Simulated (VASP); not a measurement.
# Ta (Im-3m) in VASP: notebook

The runs below take Ta through single point, with PBEsol.

Everything below comes from runs of VASP 6.6.1. Logs are shortened: lines on timing, memory, paths and dates and some standing lists are left out, and cuts for length are marked.

## (1) The cell of the first run

It takes space group Im-3m (No. 229, cubic). Conventional cell: a = 3.279 Å, b = 3.279 Å, c = 3.279 Å, α = 90.00°, β = 90.00°, γ = 90.00°. Within 3.7 Å of Ta (site symmetry m-3m) lie 14 Ta at 2.84 to 3.28 Å.

## (2) Single point, PBEsol

File INCAR:

```
SYSTEM = Ta
PREC = Accurate
ENCUT = 520
EDIFF = 1E-6
ISMEAR = -1
SIGMA = 0.05
LREAL = .FALSE.
LASPH = .TRUE.
NELM = 100
ALGO = Normal
ISIF = 2
LWAVE = .FALSE.
LCHARG = .FALSE.
GGA = PS
NBANDS = 12
```

File KPOINTS:

```
regular mesh
0
G
  11 11 11
  0 0 0
```

File POSCAR:

```
Ta
1.0
   -1.6396054524      1.6396054524      1.6396054524
    1.6396054524     -1.6396054524      1.6396054524
    1.6396054524      1.6396054524     -1.6396054524
Ta
1
Direct
    0.0000000000      0.0000000000      0.0000000000
```

Potentials or basis: VASP PAW PBE potentials, release 64 (Ta_pv).

Started as:

```
$ cat potpaw_PBE.64/Ta_pv/POTCAR > POTCAR
$ mpirun -np 1 vasp_std > vasp.out
```

OUTCAR:

```text
SYSTEM = Ta
   PREC = Accurate
   ENCUT = 520
   EDIFF = 1E-6
   ISMEAR = -1
   LREAL = .FALSE.
   LASPH = .TRUE.
   NELM = 100
   ISIF = 2
   GGA = PS

 ion  position               nearest neighbor table
   1  0.000  0.000  0.000-

  LATTYP: Found a body centered cubic cell.
 ALAT       =     3.2792109048

  Lattice vectors:

 A1 = (  -1.6396054524,   1.6396054524,   1.6396054524)
 A2 = (   1.6396054524,  -1.6396054524,   1.6396054524)
 A3 = (   1.6396054524,   1.6396054524,  -1.6396054524)

Analysis of symmetry for initial positions (statically):
=====================================================================
 Subroutine PRICEL returns:
 Original cell was already a primitive cell.

 Routine SETGRP: Setting up the symmetry group for a
 body centered cubic supercell.

 Subroutine GETGRP returns: Found 48 space group operations
 (whereof 48 operations were pure point group operations)
 out of a pool of 48 trial point group operations.

The static configuration has the point symmetry O_h .

Analysis of symmetry for dynamics (positions and initial velocities):
=====================================================================
 Subroutine PRICEL returns:
 Original cell was already a primitive cell.

 Routine SETGRP: Setting up the symmetry group for a
 body centered cubic supercell.

 Subroutine GETGRP returns: Found 48 space group operations
 (whereof 48 operations were pure point group operations)
 out of a pool of 48 trial point group operations.

The dynamic configuration has the point symmetry O_h .

 Subroutine INISYM returns: Found 48 space group operations
 (whereof 48 operations are pure point group operations),
 and found     1 'primitive' translations

----------------------------------------------------------------------------------------

                                     Primitive cell

  volume of cell :      17.6310

  direct lattice vectors                    reciprocal lattice vectors
    -1.639605452  1.639605452  1.639605452     0.000000000  0.304951413  0.304951413
     1.639605452 -1.639605452  1.639605452     0.304951413  0.000000000  0.304951413
     1.639605452  1.639605452 -1.639605452     0.304951413  0.304951413  0.000000000

  length of vectors
     2.839879948  2.839879948  2.839879948     0.431266425  0.431266425  0.431266425

  position of ions in fractional coordinates (direct lattice)
     0.000000000  0.000000000  0.000000000

  ion indices of the primitive-cell ions
   primitive index   ion index
                 1           1

----------------------------------------------------------------------------------------

 KPOINTS: regular mesh

Automatic generation of k-mesh.
 Grid dimensions read from file:
 generate k-points for:   11   11   11

 Generating k-lattice:

  Cartesian coordinates                     Fractional coordinates (reciprocal lattice)
     0.000000000  0.027722856  0.027722856     0.090909091  0.000000000  0.000000000
     0.027722856  0.000000000  0.027722856     0.000000000  0.090909091  0.000000000
     0.027722856  0.027722856  0.000000000     0.000000000  0.000000000  0.090909091

  Length of vectors
     0.039206039  0.039206039  0.039206039

  Shift w.r.t. Gamma in fractional coordinates (k-lattice)
     0.000000000  0.000000000  0.000000000

 Subroutine IBZKPT returns following result:
 ===========================================

 Found     56 irreducible k-points:

 Following reciprocal coordinates:
            Coordinates               Weight
  0.000000  0.000000  0.000000      1.000000
  0.090909  0.000000  0.000000     12.000000
  0.181818  0.000000  0.000000     12.000000
  0.272727  0.000000  0.000000     12.000000
  0.363636  0.000000  0.000000     12.000000
  0.454545  0.000000  0.000000     12.000000
[... 16 lines left out ...]
  0.272727  0.181818  0.090909     48.000000
  0.363636  0.181818  0.090909     24.000000
 [... further k-points ...]
   k-points           NKPTS =     56   k-points in BZ     NKDIM =     56   number of bands    NBANDS=     12
   number of dos      NEDOS =    301   number of ions     NIONS =      1
   total plane-waves  NPLWV =  13824
   dimension x,y,z NGX =    24 NGY =   24 NGZ =   24
   dimension x,y,z NGXF=    48 NGYF=   48 NGZF=   48
   ions per type =               1
   NGX,Y,Z   is equivalent  to a cutoff of  14.05, 14.05, 14.05 a.u.
   NGXF,Y,Z  is equivalent  to a cutoff of  28.10, 28.10, 28.10 a.u.
 SYSTEM =  Ta
   PREC   = accura    normal or accurate (medium, high low for compatibility)
   ISTART =      0    job   : 0-new  1-cont  2-samecut
   ICHARG =      2    charge: 1-file 2-atom 10-const
   ISPIN  =      1    spin polarized calculation?
   LNONCOLLINEAR =      F non collinear calculations
   LSORBIT =      F    spin-orbit coupling
   LASPH  =      T    aspherical Exc in radial PAW
   ENCUT  =  520.0 eV  38.22 Ry    6.18 a.u.   5.28  5.28  5.28*2*pi/ulx,y,z
   NELM   =    100;   NELMIN=  2; NELMDL= -5     # of ELM steps
   EDIFF  = 0.1E-05   stopping-criterion for ELM
   LREAL  =      F    real-space projection
   EDIFFG = 0.1E-04   stopping-criterion for IOM
   NSW    =      0    number of steps for IOM
   IBRION =     -1    ionic relax: 0-MD 1-quasi-New 2-CG
   NFREE  =      0    steps in history (QN), initial steepest desc. (CG)
   ISIF   =      2    stress and relaxation
   ISYM   =      2    0-nonsym 1-usesym 2-fastsym
   POTIM  = 0.5000    time-step for ionic-motion
   TEBEG  =    0.0;   TEEND  =   0.0 temperature during run
   PSTRESS=    0.0 pullay stress
   NELECT =      11.0000    total number of electrons
   NUPDOWN=      -1.0000    fix difference up-down
   EMIN   =  10.00;   EMAX   =-10.00  energy-range for DOS
   EFERMI =   0.00;   METHOD = LEGACY
   ISMEAR =    -1;   SIGMA  =   0.05  broadening in eV -4-tet -1-fermi 0-gaus
   EFERMI_NEDOS =   21; number of points for ismear=-14 and -15
   IALGO  =     38    algorithm
   IMIX   =      4    mixing-type and parameters
     AMIX     =   0.40;   BMIX     =  1.00
     AMIX_MAG =   1.60;   BMIX_MAG =  1.00
  volume/ion in A,a.u.               =      17.63       118.98
  Fermi-wavevector in a.u.,A,eV,Ry     =   1.398878  2.643495 26.624676  1.956858
  Thomas-Fermi vector in A             =   2.521992
   LORBIT       =      0    0 simple, 1 ext, 2 COOP (PROOUT), +10 PAW based schemes
   GGA     = PS    functional components
   LHFCALC =     F    Hartree Fock is set to
   AEXX    =    0.0000 exact exchange contribution
   IVDW    =     0    specifies the selected vdW correction
   LEPSILON=     F    determine dielectric tensor
   LRPA    =     F    only Hartree local field effects (RPA)
 non-spin polarized calculation
  energy-cutoff  :      520.00
  volume of cell :       17.63
 maximum number of plane-waves:       485
 NGX is ok and might be reduce to    24
   NGX = 11   NGY = 11   NGZ = 11

 number of electron      11.0000002 magnetization

 Free energy of the ion-electron system (eV)
  ---------------------------------------------------
  ext. energy  EPLUGINS =         0.00000000
  ---------------------------------------------------
  free energy    TOTEN  =       -12.56124167 eV

  energy without entropy =      -12.55426059  energy(sigma->0) =      -12.55775113

 E-fermi :   5.4910     XC(G=0): -12.8378

 val. band max:        5.3934044399   @ k =  -0.4545   0.4545   0.1818
 cond. band min:       5.5716439488   @ k =   0.3636   0.1818   0.0909
 fundamental gap:      0.1782395089
 Fermi energy:         5.4909778855

 k-point     1 :       0.0000    0.0000    0.0000
  band No.  band energies     occupation
      1     -27.4447      2.00000
      2     -27.4447      2.00000
      3     -27.4447      2.00000
      4      -2.5173      2.00000
      5       6.2141      0.00000
      6       6.2141      0.00000
      7       6.2141      0.00000
      8       9.5610      0.00000
      9       9.5610      0.00000
     10      20.2296      0.00000
     11      20.6357      0.00000
     12      20.6357      0.00000

 k-point     2 :       0.0909    0.0000    0.0000
  band No.  band energies     occupation
      1     -27.5544      2.00000
      2     -27.4783      2.00000
      3     -27.4454      2.00000
      4      -2.1411      2.00000
      5       5.9730      0.00013
      6       6.1322      0.00001
      7       6.5861      0.00000
      8       9.2020      0.00000
      9       9.5636      0.00000
     10      20.2292      0.00000
     11      20.9634      0.00000
     12      21.2925      0.00000

 k-point     3 :       0.1818    0.0000    0.0000
  band No.  band energies     occupation
      1     -27.8397      2.00000
      2     -27.5672      2.00000
      3     -27.4472      2.00000
      4      -1.1275      2.00000
      5       5.3902      1.76490
      6       5.7457      0.01219
      7       7.6713      0.00000
      8       8.8444      0.00000
      9       9.6214      0.00000
     10      20.2272      0.00000
     11      21.4127      0.00000
     12      23.1076      0.00000
[... 286 lines left out ...]
 k-point    23 :       0.2727    0.1818    0.0909
  band No.  band energies     occupation
      1     -28.4863      2.00000
      2     -27.9373      2.00000
      3     -27.6450      2.00000
      4       2.5893      2.00000
      5       3.9193      2.00000
      6       4.8939      1.99999
      7       9.9249      0.00000
      8      10.4961      0.00000
      9      14.9170      0.00000
     10      16.1282      0.00000
     11      19.7705      0.00000
     12      20.2436      0.00000

 k-point    24 :       0.3636    0.1818    0.0909
  band No.  band energies     occupation
      1     -28.4896      2.00000
      2     -28.0214      2.00000
      3     -27.6537      2.00000
      4       2.6001      2.00000
      5       3.8584      2.00000
      6       5.5716      0.33226
      7      10.0136      0.00000
      8      10.6055      0.00000
      9      14.8250      0.00000
     10      15.8879      0.00000
     11      19.1331      0.00000
     12      20.2412      0.00000

 [... further k-points ...]
[... 5 lines left out ...]
  --------------------------------------------------------------------------------------
  -------------------------------------------------------------------------------------
  Total        0.0196870      0.0196870      0.0196870     -0.0000000      0.0000000     -0.0000000
  in kB        1.7890091      1.7890091      1.7890091     -0.0000000      0.0000000     -0.0000000
  external PRESSURE =       1.7890091 kB  Pullay stress =       0.0000000 kB

 VOLUME and BASIS-vectors are now :
 -----------------------------------------------------------------------------
  energy-cutoff  :      520.00
  volume of cell :       17.63
      direct lattice vectors                 reciprocal lattice vectors
    -1.639605452  1.639605452  1.639605452     0.000000000  0.304951413  0.304951413
     1.639605452 -1.639605452  1.639605452     0.304951413  0.000000000  0.304951413
     1.639605452  1.639605452 -1.639605452     0.304951413  0.304951413  0.000000000

 POSITION                                       TOTAL-FORCE (eV/Angst)
 -----------------------------------------------------------------------------------
      0.00000      0.00000      0.00000         0.000000     -0.000000     -0.000000
 -----------------------------------------------------------------------------------
    total drift:                               -0.000000      0.000000      0.000000

  FREE ENERGIE OF THE ION-ELECTRON SYSTEM (eV)
  ---------------------------------------------------
  free  energy   TOTEN  =       -12.5612416730 eV

  energy  without entropy=      -12.5542605928  energy(sigma->0) =      -12.55775113
```

It took 27 s on 1 thread of AMD EPYC 7R13, shared host; peak memory 0.11 GiB.

What came out:

| Property | Result |
| --- | --- |
| Free energy | -12.5612 eV |
| Pressure | 0.2 GPa |

Caveat: the PAW data sets were made with another functional, which shifts forces and pressure a little; spin-orbit coupling is left out, which moves the levels of the heavy elements.

## (3) Single point, PBEsol

File INCAR:

```
PREC = Accurate ; ENCUT = 520
EDIFF = 1E-6 ; ISMEAR = -1
SIGMA = 0.05 ; LREAL = False
LASPH = True ; NELM = 100
ALGO = Fast ; ISIF = 2
LWAVE = False ; LCHARG = True
GGA = PS ; LELF = True
LVHAR = True ; NBANDS = 12
```

File KPOINTS:

```
regular mesh
0
Gamma
  11 11 11
```

POSCAR is that of step 2.

Potentials or basis: VASP PAW PBE potentials, release 64 (Ta_pv).

Started as:

```
$ cat potpaw_PBE.64/Ta_pv/POTCAR > POTCAR
$ mpirun -np 1 vasp_std > vasp.out
```

Run time: 29 s. Hardware: 1 thread of AMD EPYC 7R13, shared host; peak memory 0.11 GiB.

The run converged. Its results:

```
Free energy : -12.5612 eV
Pressure    : 0.2 GPa
```

Levels at points of the mesh, in eV from the Fermi level:
| k point | band 1 | band 2 | band 3 | band 4 | band 5 | band 6 | band 7 | band 8 | band 9 | band 10 |
| --- | --- | --- | --- | --- | --- | --- | --- | --- | --- | --- |
| (0.00, 0.00, 0.00) | -32.94 | -32.94 | -32.94 | -8.01 | 0.72 | 0.72 | 0.72 | 4.07 | 4.07 | 15.14 |

Caveat: the PAW data sets were made with another functional, which shifts forces and pressure a little; spin-orbit coupling is left out, which moves the levels of the heavy elements.
